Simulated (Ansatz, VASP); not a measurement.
**One calculation of Si3N4, two programs**

```xyz
14
Lattice="0.0000 4.0203 4.0203 4.0203 0.0000 4.0203 4.0203 4.0203 0.0000" Properties=species:S:1:pos:R:3 pbc="T T T"
Si    3.0153    3.0153    1.0051
Si    3.0153    1.0051    3.0153
Si    1.0051    3.0153    3.0153
Si    1.0051    1.0051    1.0051
Si    6.0305    6.0305    6.0305
Si    4.0203    4.0203    4.0203
N     2.9501    2.9501    2.9501
N     7.1008    4.9602    4.9602
N     4.9602    4.9602    7.1008
N     4.9602    7.1008    4.9602
N     5.0906    5.0906    2.9501
N     5.0906    2.9501    5.0906
N     7.1008    7.1008    7.1008
N     2.9501    5.0906    5.0906
```

Alike in both runs: functional PBE; k mesh 6 × 6 × 6; occupations gaussian, width 0.02 eV; no spin polarisation.

Ansatz relaxed the structure, and its values are those at the end. VASP's run is a single point on that final structure, the one shown.

|  | VASP | Ansatz |
| --- | --- | --- |
| version | VASP 6.6.1 | Ansatz 0.2.0 |
| potentials or method | VASP PAW PBE potentials, release 64 (Si, N), cutoff 520 eV | scalar-relativistic, plane waves, PAW |
| valence electrons in the cell | 64 | 64 |

```tsv
	VASP	Ansatz	Ansatz less VASP
gap on the k mesh at the Fermi level (eV)	2.97	2.98	+0.010
least direct gap on the mesh (eV)	3.04	3.05	+0.010
pressure (GPa)	-22.9	-22.8	+0.09
```

Ansatz's warnings: stress scf threshold loose.
